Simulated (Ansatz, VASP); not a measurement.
Two plane-wave programs on NaTi3

```
CELL_PARAMETERS angstrom
4.22383 0.00000 0.00000
0.00000 4.22383 0.00000
0.00000 0.00000 4.22383
ATOMIC_POSITIONS crystal
Na 0.00000 0.00000 0.00000
Ti 0.00000 0.50000 0.50000
Ti 0.50000 0.00000 0.50000
Ti 0.50000 0.50000 0.00000
```

Alike in both runs: functional PBE; k mesh 4 × 4 × 4; occupations gaussian, width 0.1 eV; no spin polarisation.

Ansatz relaxed the structure, and its values are those at the end. VASP's run is a single point on that final structure, the one shown.

|  | VASP | Ansatz |
| --- | --- | --- |
| version | VASP 6.6.1 | Ansatz 0.2.0 |
| potentials or method | VASP PAW PBE potentials, release 64 (Na_pv, Ti_sv), cutoff 520 eV | scalar-relativistic, plane waves, PAW |
| valence electrons in the cell | 43 | 45 |

|  | VASP | Ansatz | Ansatz less VASP |
| --- | --- | --- | --- |
| gap on the k mesh at the Fermi level (eV) | none | none | - |
| pressure (GPa) | 0.1 | 0.2 | +0.09 |

A gap of «none» marks a metal or a gap that the smearing closes. VASP's potentials hold 43 valence electrons a cell and Ansatz's 45, so a difference there can come from the potentials and not from the codes.

The k mesh is coarse, so the values compare programs but aren't converged.
